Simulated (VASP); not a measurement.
# MnS (F-43m) in VASP: notebook

MnS is run at these levels: PBE, PBEsol, revPBE+D4; tasks: single point, relaxation of cell and atoms.

Everything below comes from runs of VASP 6.6.1. Logs are shortened: lines on timing, memory, paths and dates and some standing lists are left out, and cuts for length are marked.

**1. The cell of the first run**

It takes space group F-43m (No. 216, cubic). Conventional cell: a = 4.947 Å, b = 4.947 Å, c = 4.947 Å, α = 90.00°, β = 90.00°, γ = 90.00°. Mn (site symmetry -43m) has 4 S at 2.14 Å within 2.8 Å. Within 2.8 Å of S (site symmetry -43m) lie 4 Mn at 2.14 Å.

**2. Single point, PBE, collinear spin, ferromagnetic start**

Input file INCAR:

```
ALGO = Normal
EDIFF = 1E-7
ENCUT = 520
GGA = PE
ISIF = 2
ISMEAR = -1
ISPIN = 2
LASPH = T
LCHARG = F
LMAXMIX = 4
LORBIT = 11
LREAL = F
LWAVE = F
MAGMOM = 8 0
NBANDS = 20
NELM = 150
NUPDOWN = 8.0
PREC = Accurate
SIGMA = 0.05
```

Input file KPOINTS:

```
k-points
0
Gamma
  8 8 8
```

Input file POSCAR:

```
MnS
1.0
    0.0000000000      2.4734634191      2.4734634191
    2.4734634191      0.0000000000      2.4734634191
    2.4734634191      2.4734634191      0.0000000000
Mn S
1 1
Direct
    0.0000000000      0.0000000000      0.0000000000
    0.7500000000      0.7500000000      0.7500000000
```

Potentials or basis: VASP PAW PBE potentials, release 64 (Mn_pv, S).

Started as:

```sh
cat potpaw_PBE.64/Mn_pv/POTCAR potpaw_PBE.64/S/POTCAR > POTCAR
mpirun -np 1 vasp_std > vasp.out
```

OUTCAR:

```text
EDIFF = 1E-7
   ENCUT = 520
   GGA = PE
   ISIF = 2
   ISMEAR = -1
   ISPIN = 2
   LASPH = T
   LORBIT = 11
   LREAL = F
   NELM = 150
   NUPDOWN = 8.0
   PREC = Accurate

 ion  position               nearest neighbor table
   1  0.000  0.000  0.000-   2 2.14   2 2.14   2 2.14   2 2.14
   2  0.750  0.750  0.750-   1 2.14   1 2.14   1 2.14   1 2.14

  LATTYP: Found a face centered cubic cell.
 ALAT       =     4.9469268382

  Lattice vectors:

 A1 = (   0.0000000000,   2.4734634191,   2.4734634191)
 A2 = (   2.4734634191,   0.0000000000,   2.4734634191)
 A3 = (   2.4734634191,   2.4734634191,   0.0000000000)

Analysis of symmetry for initial positions (statically):
=====================================================================
 Subroutine PRICEL returns:
 Original cell was already a primitive cell.

 Routine SETGRP: Setting up the symmetry group for a
 face centered cubic supercell.

 Subroutine GETGRP returns: Found 24 space group operations
 (whereof 24 operations were pure point group operations)
 out of a pool of 48 trial point group operations.

The static configuration has the point symmetry T_d .

Analysis of symmetry for dynamics (positions and initial velocities):
=====================================================================
 Subroutine PRICEL returns:
 Original cell was already a primitive cell.

 Routine SETGRP: Setting up the symmetry group for a
 face centered cubic supercell.

 Subroutine GETGRP returns: Found 24 space group operations
 (whereof 24 operations were pure point group operations)
 out of a pool of 48 trial point group operations.

The dynamic configuration has the point symmetry T_d .

Analysis of structural, dynamic, and magnetic symmetry:
=====================================================================
 Subroutine PRICEL returns:
 Original cell was already a primitive cell.

 Routine SETGRP: Setting up the symmetry group for a
 face centered cubic supercell.

 Subroutine GETGRP returns: Found 24 space group operations
 (whereof 24 operations were pure point group operations)
 out of a pool of 48 trial point group operations.

The overall configuration has the point symmetry T_d .

 Subroutine INISYM returns: Found 24 space group operations
 (whereof 24 operations are pure point group operations),
 and found     1 'primitive' translations

----------------------------------------------------------------------------------------

                                     Primitive cell

  volume of cell :      30.2654

  direct lattice vectors                    reciprocal lattice vectors
     0.000000000  2.473463419  2.473463419    -0.202145702  0.202145702  0.202145702
     2.473463419  0.000000000  2.473463419     0.202145702 -0.202145702  0.202145702
     2.473463419  2.473463419  0.000000000     0.202145702  0.202145702 -0.202145702

  length of vectors
     3.498005513  3.498005513  3.498005513     0.350126627  0.350126627  0.350126627

  position of ions in fractional coordinates (direct lattice)
     0.000000000  0.000000000  0.000000000
     0.750000000  0.750000000  0.750000000

  ion indices of the primitive-cell ions
   primitive index   ion index
                 1           1
                 2           2

----------------------------------------------------------------------------------------

 KPOINTS: k-points

Automatic generation of k-mesh.
 Grid dimensions read from file:
 generate k-points for:    8    8    8

 Generating k-lattice:

  Cartesian coordinates                     Fractional coordinates (reciprocal lattice)
    -0.025268213  0.025268213  0.025268213     0.125000000  0.000000000  0.000000000
     0.025268213 -0.025268213  0.025268213     0.000000000  0.125000000  0.000000000
     0.025268213  0.025268213 -0.025268213     0.000000000  0.000000000  0.125000000

  Length of vectors
     0.043765828  0.043765828  0.043765828

  Shift w.r.t. Gamma in fractional coordinates (k-lattice)
     0.000000000  0.000000000  0.000000000

 Subroutine IBZKPT returns following result:
 ===========================================

 Found     29 irreducible k-points:

 Following reciprocal coordinates:
            Coordinates               Weight
  0.000000  0.000000  0.000000      1.000000
  0.125000  0.000000  0.000000      8.000000
  0.250000  0.000000  0.000000      8.000000
  0.375000  0.000000  0.000000      8.000000
  0.500000  0.000000  0.000000      4.000000
  0.125000  0.125000  0.000000      6.000000
[... 16 lines left out ...]
  0.500000  0.250000  0.125000     48.000000
 -0.375000  0.250000  0.125000     24.000000
 [... further k-points ...]
   k-points           NKPTS =     29   k-points in BZ     NKDIM =     29   number of bands    NBANDS=     20
   number of dos      NEDOS =    301   number of ions     NIONS =      2
   total plane-waves  NPLWV =  21952
   dimension x,y,z NGX =    28 NGY =   28 NGZ =   28
   dimension x,y,z NGXF=    56 NGYF=   56 NGZF=   56
   ions per type =               1   1
   NGX,Y,Z   is equivalent  to a cutoff of  13.31, 13.31, 13.31 a.u.
   NGXF,Y,Z  is equivalent  to a cutoff of  26.61, 26.61, 26.61 a.u.
 SYSTEM =  unknown system
   PREC   = accura    normal or accurate (medium, high low for compatibility)
   ISTART =      0    job   : 0-new  1-cont  2-samecut
   ICHARG =      2    charge: 1-file 2-atom 10-const
   ISPIN  =      2    spin polarized calculation?
   LNONCOLLINEAR =      F non collinear calculations
   LSORBIT =      F    spin-orbit coupling
   LASPH  =      T    aspherical Exc in radial PAW
   ENCUT  =  520.0 eV  38.22 Ry    6.18 a.u.   6.50  6.50  6.50*2*pi/ulx,y,z
   NELM   =    150;   NELMIN=  2; NELMDL= -5     # of ELM steps
   EDIFF  = 0.1E-06   stopping-criterion for ELM
   LREAL  =      F    real-space projection
   EDIFFG = 0.1E-05   stopping-criterion for IOM
   NSW    =      0    number of steps for IOM
   IBRION =     -1    ionic relax: 0-MD 1-quasi-New 2-CG
   NFREE  =      0    steps in history (QN), initial steepest desc. (CG)
   ISIF   =      2    stress and relaxation
   ISYM   =      2    0-nonsym 1-usesym 2-fastsym
   POTIM  = 0.5000    time-step for ionic-motion
   TEBEG  =    0.0;   TEEND  =   0.0 temperature during run
   PSTRESS=    0.0 pullay stress
   NELECT =      19.0000    total number of electrons
   NUPDOWN=       8.0000    fix difference up-down
   EMIN   =  10.00;   EMAX   =-10.00  energy-range for DOS
   EFERMI =   0.00;   METHOD = LEGACY
   ISMEAR =    -1;   SIGMA  =   0.05  broadening in eV -4-tet -1-fermi 0-gaus
   EFERMI_NEDOS =   21; number of points for ismear=-14 and -15
   IALGO  =     38    algorithm
   IMIX   =      4    mixing-type and parameters
     AMIX     =   0.40;   BMIX     =  1.00
     AMIX_MAG =   1.60;   BMIX_MAG =  1.00
  volume/ion in A,a.u.               =      15.13       102.12
  Fermi-wavevector in a.u.,A,eV,Ry     =   1.401771  2.648964 26.734947  1.964963
  Thomas-Fermi vector in A             =   2.524600
   LORBIT       =     11    0 simple, 1 ext, 2 COOP (PROOUT), +10 PAW based schemes
   GGA     = PE    functional components
   LHFCALC =     F    Hartree Fock is set to
   AEXX    =    0.0000 exact exchange contribution
   IVDW    =     0    specifies the selected vdW correction
   LEPSILON=     F    determine dielectric tensor
   LRPA    =     F    only Hartree local field effects (RPA)
 spin polarized calculation
  energy-cutoff  :      520.00
  volume of cell :       30.27
 maximum number of plane-waves:       869
 NGX is ok and might be reduce to    28
   NGX = 13   NGY = 13   NGZ = 13

 number of electron      18.9999986 magnetization       7.9999994

 Free energy of the ion-electron system (eV)
  ---------------------------------------------------
  ext. energy  EPLUGINS =         0.00000000
  ---------------------------------------------------
  free energy    TOTEN  =         1.35247524 eV

  energy without entropy =        1.37037793  energy(sigma->0) =        1.36142659

 E-fermi :   3.8781     XC(G=0): -11.2065

 val. band max:       13.9399160484   @ k =   0.1250   0.0000   0.0000
 cond. band min:       3.9253435219   @ k =  -0.3750   0.1250   0.0000
 fundamental gap:    -10.0145725265
 Fermi energy:        13.9763965618

 spin component 1

 k-point     1 :       0.0000    0.0000    0.0000
  band No.  band energies     occupation
      1     -42.8965      1.00000
      2     -42.8965      1.00000
      3     -42.8965      1.00000
      4      -9.2516      1.00000
      5       0.8966      1.00000
      6       0.8966      1.00000
[... 12 lines left out ...]
     19      21.9855      0.00000
     20      22.4767      0.00000
[... 507 lines left out ...]
 k-point    24 :      -0.3750    0.2500    0.1250
  band No.  band energies     occupation
      1     -42.9173      1.00000
      2     -42.9059      1.00000
      3     -42.9020      1.00000
      4      -7.8280      1.00000
      5      -0.1137      1.00000
      6       0.8125      1.00000
[... 12 lines left out ...]
     19      22.7364      0.00000
     20      24.8229      0.00000

 [... further k-points ...]

 spin component 2

 k-point     1 :       0.0000    0.0000    0.0000
  band No.  band energies     occupation
      1     -37.9962      1.00000
      2     -37.9962      1.00000
      3     -37.9962      1.00000
      4      -6.9324      1.00000
      5       3.9506      0.18995
      6       3.9506      0.18995
[... 12 lines left out ...]
     19      24.7816      0.00000
     20      25.3386      0.00000
[... 507 lines left out ...]
 k-point    24 :      -0.3750    0.2500    0.1250
  band No.  band energies     occupation
      1     -38.0221      1.00000
      2     -38.0078      1.00000
      3     -38.0030      1.00000
      4      -5.5288      1.00000
      5       2.3920      1.00000
      6       3.5728      0.99777
[... 12 lines left out ...]
     19      25.3452      0.00000
     20      27.6921      0.00000

 [... further k-points ...]

------------------------ aborting loop because EDIFF is reached ----------------------------------------

  FORCE on cell =-STRESS in cart. coord.  units (eV):
  Direction    XX          YY          ZZ          XY          YZ          ZX
  --------------------------------------------------------------------------------------
  -------------------------------------------------------------------------------------
  Total       20.2149644     20.2149644     20.2149644      0.0000000      0.0000000      0.0000000
  in kB     1070.1313625   1070.1313625   1070.1313625      0.0000000      0.0000000      0.0000000
  external PRESSURE =    1070.1313625 kB  Pullay stress =       0.0000000 kB

 VOLUME and BASIS-vectors are now :
 -----------------------------------------------------------------------------
  energy-cutoff  :      520.00
  volume of cell :       30.27
      direct lattice vectors                 reciprocal lattice vectors
     0.000000000  2.473463419  2.473463419    -0.202145702  0.202145702  0.202145702
     2.473463419  0.000000000  2.473463419     0.202145702 -0.202145702  0.202145702
     2.473463419  2.473463419  0.000000000     0.202145702  0.202145702 -0.202145702

 POSITION                                       TOTAL-FORCE (eV/Angst)
 -----------------------------------------------------------------------------------
      0.00000      0.00000      0.00000         0.000000      0.000000      0.000000
      3.71020      3.71020      3.71020        -0.000000     -0.000000     -0.000000
 -----------------------------------------------------------------------------------
    total drift:                               -0.000001     -0.000001     -0.000001

  FREE ENERGIE OF THE ION-ELECTRON SYSTEM (eV)
  ---------------------------------------------------
  free  energy   TOTEN  =         1.3524752437 eV

  energy  without entropy=        1.3703779307  energy(sigma->0) =        1.36142659

 total charge

# of ion       s       p       d       tot
------------------------------------------
    1        0.444   6.432   4.933  11.809
    2        1.432   2.196   0.000   3.627
--------------------------------------------------
tot          1.876   8.627   4.933  15.436

 magnetization (x)

# of ion       s       p       d       tot
------------------------------------------
    1        0.149   0.300   4.502   4.952
    2        0.111   0.999   0.000   1.109
--------------------------------------------------
tot          0.260   1.299   4.502   6.061
```

It took 26 s on 1 thread of Intel Xeon 6975P-C (Granite Rapids), shared host; peak memory 0.18 GiB.

What came out:

```
Free energy                                           : 1.3525 eV
Pressure                                              : 107.0 GPa
Net moment                                            : 8.00 μB per cell
Site moments                                          : Mn +4.95; S +1.11 μB
Valence electrons inside the program's atomic spheres : Mn 11.81; S 3.63
```

Caveat: the cell stands under pressure; the total moment is fixed, so each spin has its own Fermi level; a cell with one magnetic atom can't hold antiferromagnetic order, which such compounds often take.

**3. Single point, PBEsol, collinear spin, ferromagnetic start**

This run uses another cell than the first one, of 14.82 Å³/atom.

Input file INCAR:

```
ALGO = Normal
EDIFF = 1E-6
ENCUT = 520
GGA = PS
ISIF = 2
ISMEAR = -1
ISPIN = 2
LASPH = True
LCHARG = False
LMAXMIX = 4
LORBIT = 11
LREAL = False
LWAVE = False
MAGMOM = 4 0
NBANDS = 20
NELM = 150
PREC = Accurate
SIGMA = 0.05
```

Input file KPOINTS:

```
k-points
0
Gamma
  9 9 9
```

Input file POSCAR:

```
MnS
1.0
    0.0000000000      2.4560775255      2.4560775255
    2.4560775255      0.0000000000      2.4560775255
    2.4560775255      2.4560775255      0.0000000000
Mn S
1 1
Direct
    0.0000000000      0.0000000000      0.0000000000
    0.7500000000      0.7500000000      0.7500000000
```

Potentials or basis: VASP PAW PBE potentials, release 64 (Mn_pv, S).

Started as:

```sh
cat potpaw_PBE.64/Mn_pv/POTCAR potpaw_PBE.64/S/POTCAR > POTCAR
mpirun -np 1 vasp_std > vasp.out
```

OUTCAR:

```text
EDIFF = 1E-6
   ENCUT = 520
   GGA = PS
   ISIF = 2
   ISMEAR = -1
   ISPIN = 2
   LASPH = True
   LORBIT = 11
   LREAL = False
   NELM = 150
   PREC = Accurate

 ion  position               nearest neighbor table
   1  0.000  0.000  0.000-   2 2.13   2 2.13   2 2.13   2 2.13
   2  0.750  0.750  0.750-   1 2.13   1 2.13   1 2.13   1 2.13

  LATTYP: Found a face centered cubic cell.
 ALAT       =     4.9121550510

  Lattice vectors:

 A1 = (   0.0000000000,   2.4560775255,   2.4560775255)
 A2 = (   2.4560775255,   0.0000000000,   2.4560775255)
 A3 = (   2.4560775255,   2.4560775255,   0.0000000000)

Analysis of symmetry for initial positions (statically):
=====================================================================
 Subroutine PRICEL returns:
 Original cell was already a primitive cell.

 Routine SETGRP: Setting up the symmetry group for a
 face centered cubic supercell.

[... 749 lines left out ...]
      3     -39.9134      1.00000
      4      -7.8359      1.00000
      5       2.8017      1.00000
      6       2.8017      1.00000
[... 541 lines left out ...]
     19      24.9375      0.00000
     20      24.9375      0.00000

 [... further k-points ...]

------------------------ aborting loop because EDIFF is reached ----------------------------------------

  FORCE on cell =-STRESS in cart. coord.  units (eV):
  Direction    XX          YY          ZZ          XY          YZ          ZX
  --------------------------------------------------------------------------------------
  -------------------------------------------------------------------------------------
  Total        0.0448429      0.0448429      0.0448429      0.0000000     -0.0000000     -0.0000000
  in kB        2.4246462      2.4246462      2.4246462      0.0000000     -0.0000000     -0.0000000
  external PRESSURE =       2.4246462 kB  Pullay stress =       0.0000000 kB

 VOLUME and BASIS-vectors are now :
 -----------------------------------------------------------------------------
  energy-cutoff  :      520.00
  volume of cell :       29.63
      direct lattice vectors                 reciprocal lattice vectors
     0.000000000  2.456077526  2.456077526    -0.203576636  0.203576636  0.203576636
     2.456077526  0.000000000  2.456077526     0.203576636 -0.203576636  0.203576636
     2.456077526  2.456077526  0.000000000     0.203576636  0.203576636 -0.203576636

 POSITION                                       TOTAL-FORCE (eV/Angst)
 -----------------------------------------------------------------------------------
      0.00000      0.00000      0.00000        -0.000000      0.000000     -0.000000
      3.68412      3.68412      3.68412         0.000000     -0.000000      0.000000
 -----------------------------------------------------------------------------------
    total drift:                               -0.000001     -0.000001     -0.000001

  FREE ENERGIE OF THE ION-ELECTRON SYSTEM (eV)
  ---------------------------------------------------
  free  energy   TOTEN  =       -14.7789629123 eV

  energy  without entropy=      -14.7590249092  energy(sigma->0) =      -14.76899391

 total charge

# of ion       s       p       d       tot
------------------------------------------
    1        0.365   6.328   5.396  12.089
    2        1.317   2.411   0.000   3.728
--------------------------------------------------
tot          1.681   8.739   5.396  15.816

 magnetization (x)

# of ion       s       p       d       tot
------------------------------------------
    1        0.007   0.003   0.188   0.198
    2       -0.001  -0.004   0.000  -0.005
--------------------------------------------------
tot          0.006  -0.001   0.188   0.193
```

OSZICAR:

```text
N       E                     dE             d eps       ncg     rms          rms(c)
DAV:   1     0.161095298821E+03    0.16110E+03   -0.10262E+04  2808   0.102E+03
DAV:   2    -0.747803977561E+01   -0.16857E+03   -0.15995E+03  2880   0.299E+02
DAV:   3    -0.155012450834E+02   -0.80232E+01   -0.79162E+01  3132   0.704E+01
DAV:   4    -0.155920387311E+02   -0.90794E-01   -0.90723E-01  3184   0.771E+00
DAV:   5    -0.155931913849E+02   -0.11527E-02   -0.11526E-02  3204   0.899E-01    0.192E+01
DAV:   6    -0.152330573180E+02    0.36013E+00   -0.74631E+00  3044   0.384E+01    0.107E+01
DAV:   7    -0.146220972566E+02    0.61096E+00   -0.28733E+00  3048   0.237E+01    0.623E+00
DAV:   8    -0.146728036522E+02   -0.50706E-01   -0.13339E-01  3168   0.403E+00    0.316E+00
DAV:   9    -0.147394986657E+02   -0.66695E-01   -0.37470E-02  3188   0.214E+00    0.197E+00
DAV:  10    -0.147730876285E+02   -0.33589E-01   -0.31606E-02  3368   0.164E+00    0.105E+00
DAV:  11    -0.147784488997E+02   -0.53613E-02   -0.10839E-02  3264   0.872E-01    0.298E-01
DAV:  12    -0.147788994616E+02   -0.45056E-03   -0.33065E-03  3068   0.354E-01    0.165E-01
DAV:  13    -0.147789369784E+02   -0.37517E-04   -0.39444E-04  3236   0.137E-01    0.664E-02
DAV:  14    -0.147789545212E+02   -0.17543E-04   -0.44665E-05  3104   0.565E-02    0.221E-02
DAV:  15    -0.147789613644E+02   -0.68432E-05   -0.31397E-05  3172   0.350E-02    0.104E-02
DAV:  16    -0.147789624480E+02   -0.10835E-05   -0.42471E-06  2172   0.127E-02    0.694E-03
DAV:  17    -0.147789629123E+02   -0.46431E-06   -0.53203E-07  1604   0.702E-03
   1 F= -.14778963E+02 E0= -.14768994E+02  d E =-.199380E-01  mag=     0.2052
```

Run time: 39 s. Hardware: 1 thread of Intel Xeon 6975P-C (Granite Rapids), shared host; peak memory 0.19 GiB.

What came out:

| Property | Result |
| --- | --- |
| Free energy | -14.7790 eV |
| Pressure | 0.2 GPa |
| Net moment | 0.20 μB per cell |
| Site moments | Mn +0.20; S -0.01 μB |
| Valence electrons inside the program's atomic spheres | Mn 12.09; S 3.73 |

Levels at points of the mesh, in eV from the Fermi level:
Spin up:
```csv
k point,band 6,band 7,band 8,band 9,band 10,band 11,band 12,band 13,band 14,band 15
"(0.00, 0.00, 0.00)",-4.79,-4.79,-0.88,-0.88,3.79,3.79,3.79,3.82,7.96,7.96
```
Spin down:
```csv
k point,band 6,band 7,band 8,band 9,band 10,band 11,band 12,band 13
"(0.00, 0.00, 0.00)",-4.74,-4.74,-0.66,-0.66,3.84,3.87,3.87,3.87
```

Caveat: the PAW data sets were made with another functional, which shifts forces and pressure a little; semilocal functionals often make such compounds metallic where correlation or magnetic order opens a gap, which also shifts bond lengths. With open d or f shells a metallic result of PBEsol can be an artefact of self-interaction; +U or a hybrid may open a gap.

(Part 1 of 2 ends here.)
